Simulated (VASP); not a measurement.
# Cr (Im-3m) in VASP: further runs, part 2 of 3

VASP 6.6.1. The steps go on from the part before.

## Step 4: Electric field gradients, PBE, collinear spin, antiferromagnetic start

This run uses another cell than the first one, of 13.08 Å³/atom, 1.063 times its volume.

Contents of INCAR:

```
SYSTEM = Cr
ALGO = Normal
EDIFF = 1E-8
ENCUT = 520
GGA = PE
ISIF = 2
ISMEAR = -1
ISPIN = 2
LASPH = .True.
LCHARG = .False.
LEFG = .True.
LMAXMIX = 4
LORBIT = 11
LREAL = .False.
LWAVE = .False.
MAGMOM = -3 3
NBANDS = 23
NELM = 150
PREC = Accurate
SIGMA = 0.05
```

Contents of KPOINTS:

```
k-points
0
Gamma
  11 11 11
  0 0 0
```

Contents of POSCAR:

```
Cr
1.0
    2.9688993551      0.0000000000      0.0000000000
    0.0000000000      2.9688993551      0.0000000000
    0.0000000000      0.0000000000      2.9688993551
Cr
2
Direct
    0.0000000000      0.0000000000      0.0000000000
    0.5000000000      0.5000000000      0.5000000000
```

Potentials or basis: VASP PAW PBE potentials, release 64 (Cr_pv).

On the command line:

```bash
$ cat potpaw_PBE.64/Cr_pv/POTCAR > POTCAR
$ mpirun -np 1 vasp_std > vasp.out
```

OUTCAR:

```text
SYSTEM = Cr
   EDIFF = 1E-8
   ENCUT = 520
   GGA = PE
   ISIF = 2
   ISMEAR = -1
   ISPIN = 2
   LASPH = .True.
   LORBIT = 11
   LREAL = .False.
   NELM = 150
   PREC = Accurate

 ion  position               nearest neighbor table
   1  0.000  0.000  0.000-   2 2.57   2 2.57   2 2.57   2 2.57   2 2.57   2 2.57   2 2.57   2 2.57

   2  0.500  0.500  0.500-   1 2.57   1 2.57   1 2.57   1 2.57   1 2.57   1 2.57   1 2.57   1 2.57

  LATTYP: Found a simple cubic cell.
 ALAT       =     2.9688993551

  Lattice vectors:

 A1 = (   2.9688993551,   0.0000000000,   0.0000000000)
 A2 = (   0.0000000000,   2.9688993551,   0.0000000000)
 A3 = (   0.0000000000,   0.0000000000,   2.9688993551)

Analysis of symmetry for initial positions (statically):
=====================================================================
 Subroutine PRICEL returns following result:

  LATTYP: Found a body centered cubic cell.
 ALAT       =     2.9688993551
[... 12 lines left out ...]
 Subroutine GETGRP returns: Found 48 space group operations
 (whereof 48 operations were pure point group operations)
 out of a pool of 48 trial point group operations.

The static configuration has the point symmetry O_h .

Analysis of symmetry for dynamics (positions and initial velocities):
=====================================================================
 Subroutine PRICEL returns following result:

  LATTYP: Found a body centered cubic cell.
 ALAT       =     2.9688993551
[... 12 lines left out ...]
 Subroutine GETGRP returns: Found 48 space group operations
 (whereof 48 operations were pure point group operations)
 out of a pool of 48 trial point group operations.

The dynamic configuration has the point symmetry O_h .
[... 1439 lines left out ...]
  -------------------------------------------------------------------------------------
  Total       -2.1871024     -2.1871024     -2.1871024     -0.0000000     -0.0000000     -0.0000000
  in kB     -133.9039153   -133.9039153   -133.9039153     -0.0000000     -0.0000000     -0.0000000
  external PRESSURE =    -133.9039153 kB  Pullay stress =       0.0000000 kB

 VOLUME and BASIS-vectors are now :
 -----------------------------------------------------------------------------
  energy-cutoff  :      520.00
  volume of cell :       26.17
      direct lattice vectors                 reciprocal lattice vectors
     2.968899355  0.000000000  0.000000000     0.336825160  0.000000000  0.000000000
     0.000000000  2.968899355  0.000000000     0.000000000  0.336825160  0.000000000
     0.000000000  0.000000000  2.968899355     0.000000000  0.000000000  0.336825160

 POSITION                                       TOTAL-FORCE (eV/Angst)
 -----------------------------------------------------------------------------------
      0.00000      0.00000      0.00000         0.000000      0.000000     -0.000000
      1.48445      1.48445      1.48445        -0.000000     -0.000000      0.000000
 -----------------------------------------------------------------------------------
    total drift:                                0.000000      0.000000     -0.000000

  FREE ENERGIE OF THE ION-ELECTRON SYSTEM (eV)
  ---------------------------------------------------
  free  energy   TOTEN  =       -18.9393863118 eV

  energy  without entropy=      -18.9349969168  energy(sigma->0) =      -18.93719161

 Electric field gradients (V/A^2)
---------------------------------------------------------------------
 ion       V_xx      V_yy      V_zz      V_xy      V_xz      V_yz
---------------------------------------------------------------------
   1      -0.000    -0.000    -0.000    -0.000     0.000     0.000
   2      -0.000    -0.000    -0.000     0.000     0.000     0.000
---------------------------------------------------------------------

 Electric field gradients after diagonalization (V/A^2)
 (convention: |V_zz| > |V_xx| > |V_yy|)
----------------------------------------------------------------------
 ion       V_xx      V_yy      V_zz     asymmetry (V_yy - V_xx)/ V_zz
----------------------------------------------------------------------
   1      -0.000    -0.000    -0.000      -0.075
   2      -0.000    -0.000    -0.000      -0.052
----------------------------------------------------------------------

           NMR quadrupolar parameters

 Cq : quadrupolar parameter    Cq=e*Q*V_zz/h
 eta: asymmetry parameters     (V_yy - V_xx)/ V_zz
 Q  : nuclear electric quadrupole moment in mb (millibarn)
----------------------------------------------------------------------
 ion       Cq(MHz)       eta       Q (mb)
----------------------------------------------------------------------
   1      -0.000      -0.075       1.000
   2      -0.000      -0.052       1.000
----------------------------------------------------------------------

 total charge

# of ion       s       p       d       tot
------------------------------------------
    1        0.396   6.330   4.097  10.823
    2        0.396   6.330   4.097  10.823
--------------------------------------------------
tot          0.792  12.660   8.194  21.646

 magnetization (x)

# of ion       s       p       d       tot
------------------------------------------
    1       -0.023  -0.017  -1.761  -1.801
    2        0.023   0.017   1.761   1.801
--------------------------------------------------
tot          0.000   0.000   0.000   0.000
```

OSZICAR:

```text
N       E                     dE             d eps       ncg     rms          rms(c)
DAV:   1     0.245437957136E+03    0.24544E+03   -0.13275E+04  5152   0.125E+03
DAV:   2    -0.133115811689E+02   -0.25875E+03   -0.24934E+03  5264   0.377E+02
DAV:   3    -0.213079119170E+02   -0.79963E+01   -0.79470E+01  6300   0.788E+01
DAV:   4    -0.213822868442E+02   -0.74375E-01   -0.74287E-01  5949   0.754E+00
DAV:   5    -0.213833686949E+02   -0.10819E-02   -0.10812E-02  5590   0.874E-01    0.187E+01
DAV:   6    -0.187482743634E+02    0.26351E+01   -0.89932E+00  5390   0.351E+01    0.785E+00
DAV:   7    -0.189342781187E+02   -0.18600E+00   -0.58629E-01  5586   0.720E+00    0.394E+00
DAV:   8    -0.189442874789E+02   -0.10009E-01   -0.25978E-02  5873   0.141E+00    0.913E-01
DAV:   9    -0.189383794284E+02    0.59081E-02   -0.25114E-02  5796   0.864E-01    0.416E-01
DAV:  10    -0.189392124785E+02   -0.83305E-03   -0.40571E-03  5978   0.427E-01    0.130E-01
DAV:  11    -0.189393353576E+02   -0.12288E-03   -0.52595E-04  5586   0.140E-01    0.767E-02
DAV:  12    -0.189393814300E+02   -0.46072E-04   -0.72378E-04  6225   0.126E-01    0.298E-02
DAV:  13    -0.189393837326E+02   -0.23027E-05   -0.25267E-05  5810   0.321E-02    0.829E-03
DAV:  14    -0.189393852419E+02   -0.15093E-05   -0.91169E-07  5845   0.918E-03    0.286E-03
DAV:  15    -0.189393861128E+02   -0.87091E-06   -0.27201E-07  5922   0.293E-03    0.862E-04
DAV:  16    -0.189393862963E+02   -0.18347E-06   -0.13645E-08  5134   0.118E-03    0.339E-04
DAV:  17    -0.189393863079E+02   -0.11606E-07   -0.15070E-09  2807   0.306E-04    0.130E-04
DAV:  18    -0.189393863118E+02   -0.38822E-08   -0.20857E-09  2716   0.250E-04
   1 F= -.18939386E+02 E0= -.18937192E+02  d E =-.438939E-02  mag=     0.0000
```

Wall time 56 s (1 thread of Intel Xeon 6975P-C, shared host); peak memory 0.17 GiB.

What came out:

```yaml
Free_energy: -18.9394 eV
Pressure: -13.4 GPa
Band_gap_on_the_k_mesh: zero (filled and empty bands overlap)
Net_moment: 0.00 μB per cell
Site_moments: Cr -1.80, +1.80 μB
Valence_electrons_inside_the_program's_atomic_spheres: Cr 10.82
```

Caveat: without QUAD_EFG the Cq values of the log hold for a quadrupole moment of 1 mb, not for the nuclei.

## Step 5: Electric field gradients, PBE, collinear spin, antiferromagnetic start

This run uses another cell than the first one, of 13.08 Å³/atom, 1.063 times its volume.

Contents of INCAR:

```
ALGO = Normal ; EDIFF = 1E-8
ENCUT = 520 ; GGA = PE
ISIF = 2 ; ISMEAR = -1
ISPIN = 2 ; LASPH = True
LCHARG = False ; LEFG = True
LMAXMIX = 4 ; LORBIT = 11
LREAL = False ; LWAVE = False
MAGMOM = -3 3 ; NBANDS = 23
NELM = 150 ; PREC = Accurate
SIGMA = 0.05
```

Contents of KPOINTS:

```
k-points
0
Gamma
  11 11 11
```

POSCAR is that of step 4.

Potentials or basis: VASP PAW PBE potentials, release 64 (Cr_pv).

On the command line:

```bash
$ cat potpaw_PBE.64/Cr_pv/POTCAR > POTCAR
$ mpirun -np 1 vasp_std > vasp.out
```

OUTCAR:

```text
EDIFF = 1E-8
   ENCUT = 520
   GGA = PE
   ISIF = 2
   ISMEAR = -1
   ISPIN = 2
   LASPH = True
   LORBIT = 11
   LREAL = False
   NELM = 150
   PREC = Accurate

 ion  position               nearest neighbor table
   1  0.000  0.000  0.000-   2 2.57   2 2.57   2 2.57   2 2.57   2 2.57   2 2.57   2 2.57   2 2.57

   2  0.500  0.500  0.500-   1 2.57   1 2.57   1 2.57   1 2.57   1 2.57   1 2.57   1 2.57   1 2.57

  LATTYP: Found a simple cubic cell.
 ALAT       =     2.9688993551

  Lattice vectors:

 A1 = (   2.9688993551,   0.0000000000,   0.0000000000)
 A2 = (   0.0000000000,   2.9688993551,   0.0000000000)
[... 1522 lines left out ...]

 Electric field gradients after diagonalization (V/A^2)
 (convention: |V_zz| > |V_xx| > |V_yy|)
----------------------------------------------------------------------
 ion       V_xx      V_yy      V_zz     asymmetry (V_yy - V_xx)/ V_zz
----------------------------------------------------------------------
   1      -0.000    -0.000    -0.000      -0.075
   2      -0.000    -0.000    -0.000      -0.052
----------------------------------------------------------------------

           NMR quadrupolar parameters

 Cq : quadrupolar parameter    Cq=e*Q*V_zz/h
 eta: asymmetry parameters     (V_yy - V_xx)/ V_zz
 Q  : nuclear electric quadrupole moment in mb (millibarn)
----------------------------------------------------------------------
 ion       Cq(MHz)       eta       Q (mb)
----------------------------------------------------------------------
   1      -0.000      -0.075       1.000
   2      -0.000      -0.052       1.000
----------------------------------------------------------------------

 total charge

# of ion       s       p       d       tot
------------------------------------------
    1        0.396   6.330   4.097  10.823
    2        0.396   6.330   4.097  10.823
--------------------------------------------------
tot          0.792  12.660   8.194  21.646

 magnetization (x)

# of ion       s       p       d       tot
------------------------------------------
    1       -0.023  -0.017  -1.761  -1.801
    2        0.023   0.017   1.761   1.801
--------------------------------------------------
tot          0.000   0.000   0.000   0.000
```

OSZICAR:

```text
N       E                     dE             d eps       ncg     rms          rms(c)
DAV:   1     0.245437957136E+03    0.24544E+03   -0.13275E+04  5152   0.125E+03
DAV:   2    -0.133115811689E+02   -0.25875E+03   -0.24934E+03  5264   0.377E+02
DAV:   3    -0.213079119170E+02   -0.79963E+01   -0.79470E+01  6300   0.788E+01
DAV:   4    -0.213822868442E+02   -0.74375E-01   -0.74287E-01  5949   0.754E+00
DAV:   5    -0.213833686949E+02   -0.10819E-02   -0.10812E-02  5590   0.874E-01    0.187E+01
DAV:   6    -0.187482743634E+02    0.26351E+01   -0.89932E+00  5390   0.351E+01    0.785E+00
DAV:   7    -0.189342781187E+02   -0.18600E+00   -0.58629E-01  5586   0.720E+00    0.394E+00
DAV:   8    -0.189442874789E+02   -0.10009E-01   -0.25978E-02  5873   0.141E+00    0.913E-01
DAV:   9    -0.189383794284E+02    0.59081E-02   -0.25114E-02  5796   0.864E-01    0.416E-01
DAV:  10    -0.189392124785E+02   -0.83305E-03   -0.40571E-03  5978   0.427E-01    0.130E-01
DAV:  11    -0.189393353576E+02   -0.12288E-03   -0.52595E-04  5586   0.140E-01    0.767E-02
DAV:  12    -0.189393814300E+02   -0.46072E-04   -0.72378E-04  6225   0.126E-01    0.298E-02
DAV:  13    -0.189393837326E+02   -0.23027E-05   -0.25267E-05  5810   0.321E-02    0.829E-03
DAV:  14    -0.189393852419E+02   -0.15093E-05   -0.91169E-07  5845   0.918E-03    0.286E-03
DAV:  15    -0.189393861128E+02   -0.87091E-06   -0.27201E-07  5922   0.293E-03    0.862E-04
DAV:  16    -0.189393862963E+02   -0.18347E-06   -0.13645E-08  5134   0.118E-03    0.339E-04
DAV:  17    -0.189393863079E+02   -0.11606E-07   -0.15070E-09  2807   0.306E-04    0.130E-04
DAV:  18    -0.189393863118E+02   -0.38822E-08   -0.20857E-09  2716   0.250E-04
   1 F= -.18939386E+02 E0= -.18937192E+02  d E =-.438939E-02  mag=     0.0000
```

It took 43 s on 1 thread of Intel Xeon 6975P-C, shared host; peak memory 0.18 GiB.

Results:

```
Free energy                                           : -18.9394 eV
Pressure                                              : -13.4 GPa
Band gap on the k mesh                                : zero (filled and empty bands overlap)
Net moment                                            : 0.00 μB per cell
Site moments                                          : Cr -1.80, +1.80 μB
Valence electrons inside the program's atomic spheres : Cr 10.82
```

Levels at points of the mesh, in eV from the Fermi level:
Spin up:
```csv
k point,band 10,band 11,band 12,band 13,band 14,band 15
"(0.00, 0.00, 0.00)",-0.87,-0.87,-0.87,1.23,1.23,2.52
```
Spin down:
| k point | band 10 | band 11 | band 12 | band 13 | band 14 | band 15 |
| --- | --- | --- | --- | --- | --- | --- |
| (0.00, 0.00, 0.00) | -0.87 | -0.87 | -0.87 | 1.23 | 1.23 | 2.52 |

Caveat: without QUAD_EFG the Cq values of the log hold for a quadrupole moment of 1 mb, not for the nuclei.

(Continued in part 3 of 3.)
